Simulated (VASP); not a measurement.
# C in VASP: notebook, part 2 of 3

VASP 6.6.1. The steps go on from the part before.

**4. Single point, r2SCAN**

This run uses another cell than the first one, of 9.29 Å³/atom.

The input, POSCAR:

```
C
1.0
    1.2281241636     -2.1264611751      0.0000000000
    1.2281241636      2.1264611751      0.0000000000
    0.0000000000      0.0000000000      7.1155535604
C
4
Direct
    0.0833249867      0.9166750133      0.7499220174
    0.5833249867      0.4166750133      0.2500779826
    0.9166750133      0.0833249867      0.2500779826
    0.4166750133      0.5833249867      0.7499220174
```

The input, INCAR.step1:

```
ALGO     = Normal         # electronic algorithm
EDIFF    = 1E-4           # SCF threshold, eV
ENCUT    = 520            # plane-wave cutoff, eV
GGA      = PE             # functional
ISMEAR   = 0              # smearing method
LASPH    = T              # aspherical terms in the spheres
LCHARG   = F              # write CHGCAR
LREAL    = F              # projectors in reciprocal space
LWAVE    = T              # write WAVECAR
NBANDS   = 16             # bands
NELM     = 100            # most SCF steps
PREC     = Accurate       # precision mode
SIGMA    = 0.1            # smearing width, eV
```

The input, INCAR.step2:

```
ALGO     = Normal         # electronic algorithm
EDIFF    = 1E-6           # SCF threshold, eV
ENCUT    = 520            # plane-wave cutoff, eV
ISIF     = 2              # what is computed and relaxed
ISMEAR   = 0              # smearing method
ISTART   = 1            
LASPH    = T              # aspherical terms in the spheres
LCHARG   = F              # write CHGCAR
LMIXTAU  = T            
LREAL    = F              # projectors in reciprocal space
LWAVE    = F              # write WAVECAR
METAGGA  = R2SCAN         # meta-GGA
NBANDS   = 16             # bands
NELM     = 100            # most SCF steps
PREC     = Accurate       # precision mode
SIGMA    = 0.1            # smearing width, eV
```

The input, KPOINTS:

```
k-points
0
Gamma
  18 18 6
```

Potentials or basis: VASP PAW PBE potentials, release 64 (C).

Launch:

```
> cat potpaw_PBE.64/C/POTCAR > POTCAR
> cp INCAR.step1 INCAR
> mpirun -np 1 vasp_std > vasp.out
> cp INCAR.step2 INCAR
> mpirun -np 1 vasp_std > vasp.out
```

OUTCAR:

```text
EDIFF = 1E-6
   ENCUT = 520
   ISIF = 2
   ISMEAR = 0
   ISTART = 1
   LASPH = T
   LREAL = F
   METAGGA = R2SCAN
   NELM = 100
   PREC = Accurate

 ion  position               nearest neighbor table
   1  0.083  0.917  0.750-   4 1.42   4 1.42   4 1.42
   2  0.583  0.417  0.250-   3 1.42   3 1.42   3 1.42
   3  0.917  0.083  0.250-   2 1.42   2 1.42   2 1.42
   4  0.417  0.583  0.750-   1 1.42   1 1.42   1 1.42

  LATTYP: Found a base centered orthorhombic cell.
 ALAT       =     2.4562483272
 B/A-ratio  =     1.7314708383
 C/A-ratio  =     2.8969194530

  Lattice vectors:

 A1 = (   1.2281241636,  -2.1264611751,   0.0000000000)
 A2 = (   1.2281241636,   2.1264611751,   0.0000000000)
 A3 = (   0.0000000000,   0.0000000000,   7.1155535604)

Analysis of symmetry for initial positions (statically):
=====================================================================
 Subroutine PRICEL returns:
 Original cell was already a primitive cell.

[... 169 lines left out ...]
  ext. energy  EPLUGINS =         0.00000000
  ---------------------------------------------------
  free energy    TOTEN  =       -39.74828388 eV

  energy without entropy =      -39.74789662  energy(sigma->0) =      -39.74809025

 E-fermi :   4.1879     XC(G=0): -10.7234

 val. band max:        4.1878556369   @ k =   0.3333   0.3333   0.5000
 cond. band min:       4.1885100368   @ k =   0.3333   0.3333   0.5000
 fundamental gap:      0.0006543999
 Fermi energy:         4.1878608272

 k-point     1 :       0.0000    0.0000    0.0000
  band No.  band energies     occupation
      1     -16.7468      2.00000
      2     -16.5617      2.00000
      3      -4.6362      2.00000
      4      -3.1531      2.00000
      5       0.9665      2.00000
      6       0.9765      2.00000
[... 433 lines left out ...]
      3      -3.4215      2.00000
      4      -2.2823      2.00000
      5      -2.2435      2.00000
      6      -1.9965      2.00000
[... 8 lines left out ...]
     15      16.1360      0.00000
     16      16.2274      0.00000

 [... further k-points ...]
[... 5 lines left out ...]
  --------------------------------------------------------------------------------------
  -------------------------------------------------------------------------------------
  Total        0.2374137      0.2381173     -0.0291008      0.0000000      0.0000000      0.0000000
  in kB       10.2347663     10.2650971     -1.2545167      0.0000000      0.0000000      0.0000000
  external PRESSURE =       6.4151156 kB  Pullay stress =       0.0000000 kB

 VOLUME and BASIS-vectors are now :
 -----------------------------------------------------------------------------
  energy-cutoff  :      520.00
  volume of cell :       37.17
      direct lattice vectors                 reciprocal lattice vectors
     1.228124164 -2.126461175  0.000000000     0.407124959 -0.235132438  0.000000000
     1.228124164  2.126461175  0.000000000     0.407124959  0.235132438  0.000000000
     0.000000000  0.000000000  7.115553560     0.000000000  0.000000000  0.140537204

 POSITION                                       TOTAL-FORCE (eV/Angst)
 -----------------------------------------------------------------------------------
      1.22812      1.77209      5.33611         0.000000      0.000252      0.000187
      1.22812     -0.35437      1.77944         0.000000      0.000252     -0.000187
      1.22812     -1.77209      1.77944         0.000000     -0.000252     -0.000187
      1.22812      0.35437      5.33611         0.000000     -0.000252      0.000187
 -----------------------------------------------------------------------------------
    total drift:                               -0.000000     -0.000000      0.000000

  FREE ENERGIE OF THE ION-ELECTRON SYSTEM (eV)
  ---------------------------------------------------
  free  energy   TOTEN  =       -39.7482838755 eV

  energy  without entropy=      -39.7478966244  energy(sigma->0) =      -39.74809025
```

It took 9 min on 1 thread of Intel Xeon Platinum 8259CL at 2.50GHz (Skylake/Cascade Lake), shared host; peak memory 0.26 GiB.

Results:

```yaml
Free_energy: -39.7483 eV
Pressure: 0.6 GPa
Band_gap_on_the_k_mesh: zero (filled and empty bands touch)
```

Levels at points of the mesh, in eV from the Fermi level:
```csv
k point,band 5,band 6,band 7,band 8,band 9,band 10,band 11,band 12
"(0.00, 0.00, 0.00)",-3.22,-3.21,-3.20,-3.20,3.94,8.70,8.73,8.75
"(0.50, 0.00, 0.00)",-6.82,-6.82,-2.58,-2.58,1.92,1.92,7.78,7.78
"(0.50, 0.50, 0.00)",-6.84,-6.81,-3.03,-1.97,1.19,2.46,7.64,7.90
"(0.00, 0.00, 0.50)",-3.21,-3.21,-3.21,-3.21,6.26,6.27,8.73,8.73
"(0.50, 0.00, 0.50)",-6.82,-6.82,-2.53,-2.53,1.77,1.77,7.78,7.78
"(0.50, 0.50, 0.50)",-6.83,-6.83,-2.53,-2.53,1.77,1.77,7.77,7.77
```

Caveat: the PAW data sets were made with another functional, which shifts forces and pressure a little.

**5. Single point, r2SCAN (biaxial strain in the a-b plane: -3.0 %)**

The input, POSCAR:

```
C
1.0
    2.3825609059      0.0000000000      0.0000000000
    0.0000000000      4.1253347046      0.0000000000
    0.0000000000      0.0000000000      7.2436306374
C
8
Direct
    0.5000000000      0.4166344319      0.7500000000
    0.5000000000      0.9166344319      0.2500000000
    0.5000000000      0.5833655681      0.2500000000
    0.5000000000      0.0833655681      0.7500000000
    0.0000000000      0.9166344319      0.7500000000
    0.0000000000      0.4166344319      0.2500000000
    0.0000000000      0.0833655681      0.2500000000
    0.0000000000      0.5833655681      0.7500000000
```

The input, INCAR.step1:

```
SYSTEM = C
PREC = Accurate
ENCUT = 520
ISMEAR = 0
SIGMA = 0.1
LREAL = .False.
LASPH = .True.
NELM = 60
NBANDS = 26
GGA = PE
ALGO = Normal
EDIFF = 1E-4
LWAVE = .True.
LCHARG = .False.
```

The input, INCAR.step2:

```
SYSTEM = C
PREC = Accurate
ENCUT = 520
EDIFF = 1E-6
ISMEAR = 0
SIGMA = 0.1
LREAL = .False.
LASPH = .True.
NELM = 60
ALGO = Normal
ISIF = 2
LWAVE = .False.
LCHARG = .False.
METAGGA = R2SCAN
LMIXTAU = .True.
NBANDS = 26
ISTART = 1
```

The input, KPOINTS:

```
Automatic mesh
0
Gamma
  14 8 6
  0 0 0
```

Potentials or basis: VASP PAW PBE potentials, release 64 (C).

Launch:

```
> cat potpaw_PBE.64/C/POTCAR > POTCAR
> cp INCAR.step1 INCAR
> mpirun -np 1 vasp_std > vasp.out
> cp INCAR.step2 INCAR
> mpirun -np 1 vasp_std > vasp.out
```

OUTCAR:

```text
SYSTEM = C
   PREC = Accurate
   ENCUT = 520
   EDIFF = 1E-6
   ISMEAR = 0
   LREAL = .False.
   LASPH = .True.
   NELM = 60
   ISIF = 2
   METAGGA = R2SCAN
   ISTART = 1

 ion  position               nearest neighbor table
   1  0.500  0.417  0.750-   4 1.37   8 1.38   8 1.38
   2  0.500  0.917  0.250-   3 1.37   7 1.38   7 1.38
   3  0.500  0.583  0.250-   2 1.37   6 1.38   6 1.38
   4  0.500  0.083  0.750-   1 1.37   5 1.38   5 1.38
   5  0.000  0.917  0.750-   8 1.37   4 1.38   4 1.38
   6  0.000  0.417  0.250-   7 1.37   3 1.38   3 1.38
   7  0.000  0.083  0.250-   6 1.37   2 1.38   2 1.38
   8  0.000  0.583  0.750-   5 1.37   1 1.38   1 1.38

  LATTYP: Found a simple orthorhombic cell.
 ALAT       =     2.3825609059
 B/A-ratio  =     1.7314708280
 C/A-ratio  =     3.0402709200

  Lattice vectors:

 A1 = (   2.3825609059,   0.0000000000,   0.0000000000)
 A2 = (   0.0000000000,   4.1253347046,   0.0000000000)
 A3 = (   0.0000000000,   0.0000000000,   7.2436306374)

Analysis of symmetry for initial positions (statically):
=====================================================================
 Subroutine PRICEL returns following result:

  LATTYP: Found a face centered orthorhombic cell.
 ALAT       =     2.3825609059
 B/A-ratio  =     1.7314708280
 C/A-ratio  =     3.0402709200

  Lattice vectors:

 A1 = (  -0.0000000000,  -2.0626673523,  -3.6218153187)
 A2 = (   1.1912804529,   0.0000000000,  -3.6218153187)
 A3 = (   1.1912804529,  -2.0626673523,   0.0000000000)

   4 primitive cells build up your supercell.

 Routine SETGRP: Setting up the symmetry group for a
 simple orthorhombic supercell.

 Subroutine GETGRP returns: Found  8 space group operations
 (whereof  4 operations were pure point group operations)
 out of a pool of  8 trial point group operations.

The static configuration has the point symmetry C_2h.
[... 143 lines left out ...]
   EFERMI_NEDOS =   21; number of points for ismear=-14 and -15
   IALGO  =     38    algorithm
   IMIX   =      4    mixing-type and parameters
     AMIX     =   0.40;   BMIX     =  1.00
     AMIX_MAG =   1.60;   BMIX_MAG =  1.00
  volume/ion in A,a.u.               =       8.90        60.06
  Fermi-wavevector in a.u.,A,eV,Ry     =   1.254022  2.369757 21.396114  1.572570
  Thomas-Fermi vector in A             =   2.387846
   LORBIT       =      0    0 simple, 1 ext, 2 COOP (PROOUT), +10 PAW based schemes
   METAGGA = R2SCAN    functional components
   LHFCALC =     F    Hartree Fock is set to
   AEXX    =    0.0000 exact exchange contribution
   IVDW    =     0    specifies the selected vdW correction
   LEPSILON=     F    determine dielectric tensor
   LRPA    =     F    only Hartree local field effects (RPA)
 non-spin polarized calculation
 Gauss-broadening in eV      SIGMA  =   0.10
  energy-cutoff  :      520.00
  volume of cell :       71.20
 maximum number of plane-waves:      1938
 NGX is ok and might be reduce to    18
   NGX =  9   NGY = 15   NGZ = 27

 number of electron      31.9999998 magnetization

 Free energy of the ion-electron system (eV)
  ---------------------------------------------------
  ext. energy  EPLUGINS =         0.00000000
  ---------------------------------------------------
  free energy    TOTEN  =       -78.91248611 eV

  energy without entropy =      -78.91226630  energy(sigma->0) =      -78.91237621

 E-fermi :   4.4998     XC(G=0): -10.7856

 val. band max:        4.3885357835   @ k =   0.3571   0.0000   0.0000
 cond. band min:       4.5962285480   @ k =   0.3571   0.0000   0.0000
 fundamental gap:      0.2076927645
 Fermi energy:         4.4997565213

 k-point     1 :       0.0000    0.0000    0.0000
  band No.  band energies     occupation
      1     -17.1154      2.00000
      2     -16.9647      2.00000
      3     -11.1129      2.00000
      4     -11.0037      2.00000
      5     -10.1715      2.00000
      6     -10.0883      2.00000
[... 685 lines left out ...]
     25      15.2433      0.00000
     26      15.2433      0.00000

 [... further k-points ...]
[... 5 lines left out ...]
  --------------------------------------------------------------------------------------
  -------------------------------------------------------------------------------------
  Total       18.9379939     18.8115277     -0.2296050      0.0000000      0.0000000      0.0000000
  in kB      426.1721410    423.3262014     -5.1669274      0.0000000      0.0000000      0.0000000
  external PRESSURE =     281.4438050 kB  Pullay stress =       0.0000000 kB

 VOLUME and BASIS-vectors are now :
 -----------------------------------------------------------------------------
  energy-cutoff  :      520.00
  volume of cell :       71.20
      direct lattice vectors                 reciprocal lattice vectors
     2.382560906  0.000000000  0.000000000     0.419716448  0.000000000  0.000000000
     0.000000000  4.125334705  0.000000000     0.000000000  0.242404574  0.000000000
     0.000000000  0.000000000  7.243630637     0.000000000  0.000000000  0.138052318

 POSITION                                       TOTAL-FORCE (eV/Angst)
 -----------------------------------------------------------------------------------
      1.19128      1.71876      5.43272        -0.000000     -0.001950      0.000000
      1.19128      3.78142      1.81091        -0.000000     -0.001950     -0.000000
      1.19128      2.40658      1.81091        -0.000000      0.001950      0.000000
      1.19128      0.34391      5.43272         0.000000      0.001950     -0.000000
      0.00000      3.78142      5.43272        -0.000000     -0.001950      0.000000
      0.00000      1.71876      1.81091         0.000000     -0.001950     -0.000000
      0.00000      0.34391      1.81091         0.000000      0.001950     -0.000000
      0.00000      2.40658      5.43272        -0.000000      0.001950      0.000000
 -----------------------------------------------------------------------------------
    total drift:                                0.000000      0.000000     -0.000000

  FREE ENERGIE OF THE ION-ELECTRON SYSTEM (eV)
  ---------------------------------------------------
  free  energy   TOTEN  =       -78.9124861123 eV

  energy  without entropy=      -78.9122663039  energy(sigma->0) =      -78.91237621
```

Run time: 17 min. Hardware: 1 thread of Intel Xeon 8259CL, shared host; peak memory 0.31 GiB.

What came out:

- Free energy: -78.9125 eV
- Pressure: 28.1 GPa

Stress tensor (GPa, compression positive):
```
42.62  0.00  0.00
 0.00 42.33  0.00
 0.00  0.00 -0.52
```

Caveat: the cell differs from its parent crystal (biaxial strain in the a-b plane: -3.0 %); the stress differs along the axes, from -1 to 43 GPa; the PAW data sets were made with another functional, which shifts forces and pressure a little.

[end of part 2 of 3]
